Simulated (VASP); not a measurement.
# Se (Fm-3m) in VASP: a series of runs

Runs on Se. Level: LDA. Tasks: single point.

Everything below comes from runs of VASP 6.6.1. Logs are shortened: lines on timing, memory, paths and dates and some standing lists are left out, and cuts for length are marked.

## (1) The cell of the first run

Symmetry: Fm-3m, No. 225, cubic system. The conventional cell has a = 4.118 Å, b = 4.118 Å, c = 4.118 Å, α = 90.00°, β = 90.00°, γ = 90.00°. Se (site symmetry m-3m) has 12 Se at 2.91 Å within 3.8 Å.

## (2) Single point, LDA (volume scaled by 0.92)

INCAR

```
PREC = Accurate ; ENCUT = 520
EDIFF = 1E-7 ; ISMEAR = -1
SIGMA = 0.1 ; LREAL = False
LASPH = True ; NELM = 80
ALGO = Normal ; ISIF = 2
LWAVE = False ; LCHARG = False
NBANDS = 9
```

KPOINTS

```
regular mesh
0
Gamma
  14 14 14
```

POSCAR

```
Se
1.0
    0.0000000000      2.0589813471      2.0589813471
    2.0589813471      0.0000000000      2.0589813471
    2.0589813471      2.0589813471      0.0000000000
Se
1
Direct
    0.0000000000      0.0000000000      0.0000000000
```

Potentials or basis: VASP PAW LDA potentials, release 64 (Se).

Launch:

```
$ cat potpaw_LDA.64/Se/POTCAR > POTCAR
$ mpirun -np 1 vasp_std > vasp.out
```

OUTCAR:

```text
PREC = Accurate
   ENCUT = 520
   EDIFF = 1E-7
   ISMEAR = -1
   LREAL = False
   LASPH = True
   NELM = 80
   ISIF = 2

 ion  position               nearest neighbor table
   1  0.000  0.000  0.000-

  LATTYP: Found a face centered cubic cell.
 ALAT       =     4.1179626942

  Lattice vectors:

 A1 = (   0.0000000000,   2.0589813471,   2.0589813471)
 A2 = (   2.0589813471,   0.0000000000,   2.0589813471)
 A3 = (   2.0589813471,   2.0589813471,   0.0000000000)

Analysis of symmetry for initial positions (statically):
=====================================================================
 Subroutine PRICEL returns:
 Original cell was already a primitive cell.

 Routine SETGRP: Setting up the symmetry group for a
 face centered cubic supercell.

 Subroutine GETGRP returns: Found 48 space group operations
 (whereof 48 operations were pure point group operations)
 out of a pool of 48 trial point group operations.

The static configuration has the point symmetry O_h .

Analysis of symmetry for dynamics (positions and initial velocities):
=====================================================================
 Subroutine PRICEL returns:
 Original cell was already a primitive cell.

 Routine SETGRP: Setting up the symmetry group for a
 face centered cubic supercell.

 Subroutine GETGRP returns: Found 48 space group operations
 (whereof 48 operations were pure point group operations)
 out of a pool of 48 trial point group operations.

The dynamic configuration has the point symmetry O_h .

 Subroutine INISYM returns: Found 48 space group operations
 (whereof 48 operations are pure point group operations),
 and found     1 'primitive' translations

----------------------------------------------------------------------------------------

                                     Primitive cell

  volume of cell :      17.4577

  direct lattice vectors                    reciprocal lattice vectors
     0.000000000  2.058981347  2.058981347    -0.242838528  0.242838528  0.242838528
     2.058981347  0.000000000  2.058981347     0.242838528 -0.242838528  0.242838528
     2.058981347  2.058981347  0.000000000     0.242838528  0.242838528 -0.242838528

  length of vectors
     2.911839346  2.911839346  2.911839346     0.420608669  0.420608669  0.420608669

  position of ions in fractional coordinates (direct lattice)
     0.000000000  0.000000000  0.000000000

  ion indices of the primitive-cell ions
   primitive index   ion index
                 1           1

----------------------------------------------------------------------------------------

 KPOINTS: regular mesh

Automatic generation of k-mesh.
 Grid dimensions read from file:
 generate k-points for:   14   14   14

 Generating k-lattice:

  Cartesian coordinates                     Fractional coordinates (reciprocal lattice)
    -0.017345609  0.017345609  0.017345609     0.071428571  0.000000000  0.000000000
     0.017345609 -0.017345609  0.017345609     0.000000000  0.071428571  0.000000000
     0.017345609  0.017345609 -0.017345609     0.000000000  0.000000000  0.071428571

  Length of vectors
     0.030043476  0.030043476  0.030043476

  Shift w.r.t. Gamma in fractional coordinates (k-lattice)
     0.000000000  0.000000000  0.000000000

 Subroutine IBZKPT returns following result:
 ===========================================

 Found    104 irreducible k-points:

 Following reciprocal coordinates:
            Coordinates               Weight
  0.000000  0.000000  0.000000      1.000000
  0.071429  0.000000  0.000000      8.000000
  0.142857  0.000000  0.000000      8.000000
  0.214286  0.000000  0.000000      8.000000
  0.285714  0.000000  0.000000      8.000000
  0.357143  0.000000  0.000000      8.000000
[... 16 lines left out ...]
  0.214286  0.142857  0.000000     24.000000
  0.285714  0.142857  0.000000     24.000000
 [... further k-points ...]
   k-points           NKPTS =    104   k-points in BZ     NKDIM =    104   number of bands    NBANDS=      9
   number of dos      NEDOS =    301   number of ions     NIONS =      1
   total plane-waves  NPLWV =  13824
   dimension x,y,z NGX =    24 NGY =   24 NGZ =   24
   dimension x,y,z NGXF=    48 NGYF=   48 NGZF=   48
   ions per type =               1
   NGX,Y,Z   is equivalent  to a cutoff of  13.70, 13.70, 13.70 a.u.
   NGXF,Y,Z  is equivalent  to a cutoff of  27.40, 27.40, 27.40 a.u.
 SYSTEM =  unknown system
   PREC   = accura    normal or accurate (medium, high low for compatibility)
   ISTART =      0    job   : 0-new  1-cont  2-samecut
   ICHARG =      2    charge: 1-file 2-atom 10-const
   ISPIN  =      1    spin polarized calculation?
   LNONCOLLINEAR =      F non collinear calculations
   LSORBIT =      F    spin-orbit coupling
   LASPH  =      T    aspherical Exc in radial PAW
   ENCUT  =  520.0 eV  38.22 Ry    6.18 a.u.   5.41  5.41  5.41*2*pi/ulx,y,z
   NELM   =     80;   NELMIN=  2; NELMDL= -5     # of ELM steps
   EDIFF  = 0.1E-06   stopping-criterion for ELM
   LREAL  =      F    real-space projection
   EDIFFG = 0.1E-05   stopping-criterion for IOM
   NSW    =      0    number of steps for IOM
   IBRION =     -1    ionic relax: 0-MD 1-quasi-New 2-CG
   NFREE  =      0    steps in history (QN), initial steepest desc. (CG)
   ISIF   =      2    stress and relaxation
   ISYM   =      2    0-nonsym 1-usesym 2-fastsym
   POTIM  = 0.5000    time-step for ionic-motion
   TEBEG  =    0.0;   TEEND  =   0.0 temperature during run
   PSTRESS=    0.0 pullay stress
   NELECT =       6.0000    total number of electrons
   NUPDOWN=      -1.0000    fix difference up-down
   EMIN   =  10.00;   EMAX   =-10.00  energy-range for DOS
   EFERMI =   0.00;   METHOD = LEGACY
   ISMEAR =    -1;   SIGMA  =   0.10  broadening in eV -4-tet -1-fermi 0-gaus
   EFERMI_NEDOS =   21; number of points for ismear=-14 and -15
   IALGO  =     38    algorithm
   IMIX   =      4    mixing-type and parameters
     AMIX     =   0.40;   BMIX     =  1.00
     AMIX_MAG =   1.60;   BMIX_MAG =  1.00
  volume/ion in A,a.u.               =      17.46       117.81
  Fermi-wavevector in a.u.,A,eV,Ry     =   1.146734  2.167014 17.891658  1.315000
  Thomas-Fermi vector in A             =   2.283417
   LORBIT       =      0    0 simple, 1 ext, 2 COOP (PROOUT), +10 PAW based schemes
   GGA     = CA    functional components
   LHFCALC =     F    Hartree Fock is set to
   AEXX    =    0.0000 exact exchange contribution
   IVDW    =     0    specifies the selected vdW correction
   LEPSILON=     F    determine dielectric tensor
   LRPA    =     F    only Hartree local field effects (RPA)
 non-spin polarized calculation
  energy-cutoff  :      520.00
  volume of cell :       17.46
 maximum number of plane-waves:       495
 NGX is ok and might be reduce to    24
   NGX = 11   NGY = 11   NGZ = 11

 number of electron       6.0000000 magnetization

 Free energy of the ion-electron system (eV)
  ---------------------------------------------------
  ext. energy  EPLUGINS =         0.00000000
  ---------------------------------------------------
  free energy    TOTEN  =        -3.55437764 eV

  energy without entropy =       -3.52790982  energy(sigma->0) =       -3.54114373

 E-fermi :   7.5087     XC(G=0): -11.4644

 val. band max:        7.5081779152   @ k =   0.5000   0.2857   0.0000
 cond. band min:       7.5132243051   @ k =   0.3571   0.2143   0.0000
 fundamental gap:      0.0050463900
 Fermi energy:         7.5087271410

 k-point     1 :       0.0000    0.0000    0.0000
  band No.  band energies     occupation
      1     -10.0009      2.00000
      2      11.3620      0.00000
      3      11.3620      0.00000
      4      11.3620      0.00000
      5      19.8688      0.00000
      6      19.8688      0.00000
      7      19.8688      0.00000
      8      20.6439      0.00000
      9      23.2691      0.00000

 k-point     2 :       0.0714    0.0000    0.0000
  band No.  band energies     occupation
      1      -9.8805      2.00000
      2      10.4816      0.00000
      3      11.2487      0.00000
      4      11.2487      0.00000
      5      19.3272      0.00000
      6      20.1066      0.00000
      7      20.1066      0.00000
      8      21.2314      0.00000
      9      24.4323      0.00000

 k-point     3 :       0.1429    0.0000    0.0000
  band No.  band energies     occupation
      1      -9.5220      2.00000
      2       8.4763      0.00013
      3      10.9608      0.00000
      4      10.9608      0.00000
      5      18.4469      0.00000
      6      20.6161      0.00000
      7      20.6161      0.00000
      8      22.6123      0.00000
      9      24.3103      0.00000

 k-point     4 :       0.2143    0.0000    0.0000
  band No.  band energies     occupation
      1      -8.9356      2.00000
      2       6.1345      2.00000
      3      10.6037      0.00000
      4      10.6037      0.00000
      5      17.7244      0.00000
      6      20.6843      0.00000
      7      20.6843      0.00000
      8      23.8470      0.00000
      9      24.2740      0.00000
[... 205 lines left out ...]
 k-point    22 :       0.1429    0.1429    0.0000
  band No.  band energies     occupation
      1      -9.3615      2.00000
      2       9.2582      0.00000
      3       9.9543      0.00000
      4       9.9543      0.00000
      5      17.1298      0.00000
      6      20.1122      0.00000
      7      22.1144      0.00000
      8      22.1144      0.00000
      9      24.0799      0.00000

 k-point    23 :       0.2143    0.1429    0.0000
  band No.  band energies     occupation
      1      -8.9289      2.00000
      2       7.6023      0.56352
      3       9.4462      0.00000
      4       9.6951      0.00000
      5      16.7591      0.00000
      6      18.9520      0.00000
      7      22.3002      0.00000
      8      22.8826      0.00000
      9      25.7869      0.00000

 k-point    24 :       0.2857    0.1429    0.0000
  band No.  band energies     occupation
      1      -8.2776      2.00000
      2       5.4803      2.00000
      3       9.0568      0.00000
      4       9.2349      0.00000
      5      16.6990      0.00000
      6      18.6325      0.00000
      7      22.1010      0.00000
      8      22.7983      0.00000
      9      27.4289      0.00000

 [... further k-points ...]
[... 5 lines left out ...]
  --------------------------------------------------------------------------------------
  -------------------------------------------------------------------------------------
  Total        0.9320521      0.9320521      0.9320521     -0.0000000      0.0000000      0.0000000
  in kB       85.5388769     85.5388769     85.5388769     -0.0000000      0.0000000      0.0000000
  external PRESSURE =      85.5388769 kB  Pullay stress =       0.0000000 kB

 VOLUME and BASIS-vectors are now :
 -----------------------------------------------------------------------------
  energy-cutoff  :      520.00
  volume of cell :       17.46
      direct lattice vectors                 reciprocal lattice vectors
     0.000000000  2.058981347  2.058981347    -0.242838528  0.242838528  0.242838528
     2.058981347  0.000000000  2.058981347     0.242838528 -0.242838528  0.242838528
     2.058981347  2.058981347  0.000000000     0.242838528  0.242838528 -0.242838528

 POSITION                                       TOTAL-FORCE (eV/Angst)
 -----------------------------------------------------------------------------------
      0.00000      0.00000      0.00000         0.000000      0.000000      0.000000
 -----------------------------------------------------------------------------------
    total drift:                                0.000000     -0.000000      0.000000

  FREE ENERGIE OF THE ION-ELECTRON SYSTEM (eV)
  ---------------------------------------------------
  free  energy   TOTEN  =        -3.5543776408 eV

  energy  without entropy=       -3.5279098208  energy(sigma->0) =       -3.54114373
```

Run time: 4.2 s. Hardware: 1 thread of Intel Xeon 6975P-C (Granite Rapids), shared host; peak memory 0.13 GiB.

What came out:

```yaml
Free_energy: -3.5544 eV
Pressure: 8.6 GPa
Band_gap_on_the_k_mesh: zero (band 3 reaches 11.36 eV, above the bottom of band 4 at 4.68 eV)
```

Levels at points of the mesh, in eV from the Fermi level:
| k point | band 1 | band 2 | band 3 | band 4 | band 5 | band 6 |
| --- | --- | --- | --- | --- | --- | --- |
| (0.00, 0.00, 0.00) | -17.51 | 3.85 | 3.85 | 3.85 | 12.36 | 12.36 |
| (0.50, 0.00, 0.00) | -13.39 | -8.02 | 2.27 | 2.27 | 9.12 | 11.32 |
| (0.50, 0.50, 0.00) | -11.71 | -6.98 | -0.96 | -0.96 | 4.66 | 5.48 |

Caveat: the cell differs from its parent crystal (volume scaled by 0.92).

## (3) Single point, LDA (volume scaled by 0.96)

INCAR

```
SYSTEM = Se
ALGO = Normal ; EDIFF = 1E-7
ENCUT = 520 ; GGA = CA
ISIF = 2 ; ISMEAR = -1
LASPH = .TRUE. ; LCHARG = .TRUE.
LELF = .TRUE. ; LREAL = .FALSE.
LVHAR = .TRUE. ; LWAVE = .FALSE.
NBANDS = 9 ; NELM = 80
PREC = Accurate ; SIGMA = 0.1
```

KPOINTS

```
k-points
0
G
  14 14 14
  0 0 0
```

POSCAR

```
Se
1.0
    0.0000000000      2.0883993408      2.0883993408
    2.0883993408      0.0000000000      2.0883993408
    2.0883993408      2.0883993408      0.0000000000
Se
1
Direct
    0.0000000000      0.0000000000      0.0000000000
```

Potentials or basis: VASP PAW LDA potentials, release 64 (Se).

Launch:

```
$ cat potpaw_LDA.64/Se/POTCAR > POTCAR
$ mpirun -np 1 vasp_std > vasp.out
```

Wall time 5.4 s (1 thread of Intel Xeon 6975P-C (Granite Rapids), shared host); peak memory 0.13 GiB.

The run converged. Its results:

```
Free energy            : -3.5832 eV
Pressure               : 3.8 GPa
Band gap on the k mesh : zero (band 3 reaches 10.51 eV, above the bottom of band 4 at 4.28 eV)
```

Levels at points of the mesh, in eV from the Fermi level:
| k point | band 1 | band 2 | band 3 | band 4 | band 5 | band 6 | band 7 | band 8 |
| --- | --- | --- | --- | --- | --- | --- | --- | --- |
| (0.00, 0.00, 0.00) | -17.07 | 3.60 | 3.60 | 3.60 | 12.27 | 12.27 | 12.27 | 12.50 |
| (0.50, 0.00, 0.00) | -13.22 | -7.63 | 2.12 | 2.12 | 8.92 | 11.27 | 11.27 | 14.30 |
| (0.50, 0.50, 0.00) | -11.68 | -6.64 | -0.91 | -0.91 | 4.74 | 5.62 | 23.98 | 25.37 |

Caveat: the cell differs from its parent crystal (volume scaled by 0.96).

## (4) Single point, LDA

This run uses another cell than the first one, of 18.98 Å³/atom, 1.087 times its volume.

INCAR

```
PREC = Accurate
ENCUT = 520
EDIFF = 1E-7
ISMEAR = -1
SIGMA = 0.1
LREAL = F
LASPH = T
NELM = 80
ALGO = Normal
ISIF = 2
LWAVE = F
LCHARG = F
NBANDS = 9
```

KPOINTS

```
regular mesh
0
Gamma
  14 14 14
```

POSCAR

```
Se
1.0
    0.0000000000      2.1170111064      2.1170111064
    2.1170111064      0.0000000000      2.1170111064
    2.1170111064      2.1170111064      0.0000000000
Se
1
Direct
    0.0000000000      0.0000000000      0.0000000000
```

Launch:

```
$ cat potpaw_LDA.64/Se/POTCAR > POTCAR
$ mpirun -np 1 vasp_std > vasp.out
```

Wall time 4.2 s (1 thread of Intel Xeon 6975P-C (Granite Rapids), shared host); peak memory 0.13 GiB.

The run converged. Its results:

```
Free energy            : -3.5916 eV
Pressure               : -0.1 GPa
Band gap on the k mesh : zero (band 3 reaches 9.73 eV, above the bottom of band 4 at 3.91 eV)
```

Levels at points of the mesh, in eV from the Fermi level:
```csv
k point,band 1,band 2,band 3,band 4,band 5,band 6,band 7,band 8
"(0.00, 0.00, 0.00)",-16.67,3.37,3.37,3.37,11.91,12.19,12.19,12.19
"(0.50, 0.00, 0.00)",-13.08,-7.27,1.98,1.98,8.74,11.23,11.23,14.23
"(0.50, 0.50, 0.00)",-11.66,-6.32,-0.87,-0.87,4.81,5.75,23.50,24.58
```

## (5) Single point, LDA (volume scaled by 1.04)

INCAR

```
ALGO = Normal
EDIFF = 1E-6
ENCUT = 520
ISIF = 2
ISMEAR = -1
LASPH = T
LCHARG = F
LREAL = F
LWAVE = F
NBANDS = 9
NELM = 60
PREC = Accurate
SIGMA = 0.1
```

KPOINTS

```
k-points
0
Gamma
  14 14 14
```

POSCAR

```
Se
1.0
    0.0000000000      2.1448697104      2.1448697104
    2.1448697104      0.0000000000      2.1448697104
    2.1448697104      2.1448697104      0.0000000000
Se
1
Direct
    0.0000000000      0.0000000000      0.0000000000
```

Launch:

```
$ cat potpaw_LDA.64/Se/POTCAR > POTCAR
$ mpirun -np 1 vasp_std > vasp.out
```

It took 3.7 s on 1 thread of Intel Xeon 6975P-C (Granite Rapids), shared host; peak memory 0.13 GiB.

Results (log left out):

| Property | Result |
| --- | --- |
| Free energy | -3.5836 eV |
| Pressure | -3.2 GPa |
| Band gap on the k mesh | zero (band 3 reaches 9.01 eV, above the bottom of band 4 at 3.56 eV) |

Levels at points of the mesh, in eV from the Fermi level:
```csv
k point,band 1,band 2,band 3,band 4,band 5,band 6
"(0.00, 0.00, 0.00)",-16.30,3.16,3.16,3.16,11.37,12.11
"(0.50, 0.00, 0.00)",-12.94,-6.93,1.85,1.85,8.58,11.19
"(0.50, 0.50, 0.00)",-11.63,-6.03,-0.83,-0.83,4.89,5.86
```

Caveat: the cell differs from its parent crystal (volume scaled by 1.04).

## (6) Single point, LDA (volume scaled by 1.08)

INCAR

```
  PREC = Accurate
  ENCUT = 520
  EDIFF = 1E-6
  ISMEAR = -1
  SIGMA = 0.1
  LREAL = False
  LASPH = True
  NELM = 100
  ALGO = Normal
  ISIF = 2
  LWAVE = False
  LCHARG = False
  NBANDS = 9
```

KPOINTS

```
regular mesh
0
Gamma
  14 14 14
```

POSCAR

```
Se
1.0
    0.0000000000      2.1720228425      2.1720228425
    2.1720228425      0.0000000000      2.1720228425
    2.1720228425      2.1720228425      0.0000000000
Se
1
Direct
    0.0000000000      0.0000000000      0.0000000000
```

Potentials or basis: VASP PAW LDA potentials, release 64 (Se).

Launch:

```
$ cat potpaw_LDA.64/Se/POTCAR > POTCAR
$ mpirun -np 1 vasp_std > vasp.out
```

Run time: 3.8 s. Hardware: 1 thread of Intel Xeon 6975P-C (Granite Rapids), shared host; peak memory 0.13 GiB.

It converged, with:

- Free energy: -3.5625 eV
- Pressure: -5.7 GPa
- Band gap on the k mesh: zero (band 3 reaches 8.35 eV, above the bottom of band 4 at 3.23 eV)

Levels at points of the mesh, in eV from the Fermi level:
```tsv
k point	band 1	band 2	band 3	band 4	band 5	band 6
(0.00, 0.00, 0.00)	-15.97	2.97	2.97	2.97	10.88	12.04
(0.50, 0.00, 0.00)	-12.82	-6.62	1.74	1.74	8.43	11.14
(0.50, 0.50, 0.00)	-11.61	-5.76	-0.79	-0.79	4.96	5.97
```

Caveat: the cell differs from its parent crystal (volume scaled by 1.08).

## (7) The runs side by side

```csv
cell,gap on the mesh (eV),pressure (GPa)
"a = 2.912 Å, angles 60.0°, 1 atom",none,8.6
"a = 2.953 Å, angles 60.0°, 1 atom",none,3.8
"a = 2.994 Å, angles 60.0°, 1 atom",none,-0.1
"a = 3.033 Å, angles 60.0°, 1 atom",none,-3.2
"a = 3.072 Å, angles 60.0°, 1 atom",none,-5.7
```

Alike in all rows: task single point; level LDA; potentials or basis VASP PAW LDA potentials, release 64 (Se); no spin polarisation; k mesh 14 × 14 × 14; cutoff (eV) 520; smearing fermi-dirac 0.1 eV.

Total energies depend on the potentials used, so only differences within one code and one set of settings carry meaning.
